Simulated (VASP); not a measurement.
## Ir: single point with PBE

Crystal: Ir.

```
Ir
1.0
     2.75138    0.00000    0.00000
    -1.37569    2.38276    0.00000
     0.00000    0.00000    4.46229
Ir
2
Cartesian
  0.0000 1.5885 1.1156
  1.3757 0.7943 3.3467
```

This isn't the form of Ir at room conditions, which is fcc.

```
Program             : VASP 6.6.1
Task                : single point
Functional          : PBE
Potentials or basis : VASP PAW PBE potentials, release 64 (Ir)
Cutoff              : 520 eV
k mesh              : 11 × 11 × 6
Occupations         : gaussian, width 0.017 eV
Spin                : no spin polarisation
```

The pressure is -1.0 GPa and the band gap on the k mesh is zero (bands 9 and 10 overlap by 3.07 eV).

Stress tensor (GPa, compression positive):
```
-1.30  0.00  0.00
 0.00 -1.30  0.00
 0.00  0.00 -0.28
```

Levels at points of the mesh, in eV from the Fermi level:
```tsv
k point	band 7	band 8	band 9	band 10	band 11	band 12
(0.00, 0.00, 0.00)	-3.02	-2.26	-2.26	-0.72	0.27	0.27
(0.00, 0.00, 0.50)	-3.76	-3.76	-0.44	-0.44	-0.44	-0.44
```

Wall time 21 s on 1 thread of AMD EPYC 9R45 96-Core Processor (Zen 5), with other jobs on the host, peak memory 0.12 GiB.

Caveat: spin-orbit coupling is left out, which moves the levels of the heavy elements.
